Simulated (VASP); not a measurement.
A run of VASP 6.6.1 is set up as follows.

Contents of POSCAR:

```
Ca
1.0
    3.8285692913      0.0000000000      0.0000000000
   -1.9142846457      3.3156382664      0.0000000000
    0.0000000000      0.0000000000      6.2968932109
Ca
2
Direct
    0.3333333333      0.6666666667      0.2500000000
    0.6666666667      0.3333333333      0.7500000000
```

INCAR.step1

```
SYSTEM = Ca
ALGO = Normal
EDIFF = 1E-4
ENCUT = 520
GGA = PE
ISMEAR = -1
LASPH = .True.
LCHARG = .False.
LREAL = .False.
LWAVE = .True.
NBANDS = 17
NELM = 60
PREC = Accurate
SIGMA = 0.1
```

Contents of INCAR.step2:

```
SYSTEM = Ca
ALGO = Normal
EDIFF = 1E-6
ENCUT = 520
ISIF = 2
ISMEAR = -1
ISTART = 1
LASPH = .True.
LCHARG = .False.
LMIXTAU = .True.
LREAL = .False.
LWAVE = .False.
METAGGA = R2SCAN
NBANDS = 17
NELM = 60
PREC = Accurate
SIGMA = 0.1
```

The input KPOINTS:

```
k-points
0
Gamma
  10 10 6
  0 0 0
```

Potentials or basis: VASP PAW PBE potentials, release 64 (Ca_sv).

Command:

```bash
$ cat potpaw_PBE.64/Ca_sv/POTCAR > POTCAR
$ cp INCAR.step1 INCAR
$ mpirun -np 1 vasp_std > vasp.out
$ cp INCAR.step2 INCAR
$ mpirun -np 1 vasp_std > vasp.out
```

Problem. Estimate the pressure.

Solution. 1.8 GPa.

Problem. Predict the band gap on the k mesh.

Solution. Zero (band 10 reaches 2.46 eV, above the bottom of band 11 at 1.95 eV).

Stress tensor (GPa, compression positive):
```
1.70 0.00 0.00
0.00 1.70 0.00
0.00 0.00 1.89
```

Caveat: the PAW data sets were made with another functional, which shifts forces and pressure a little.
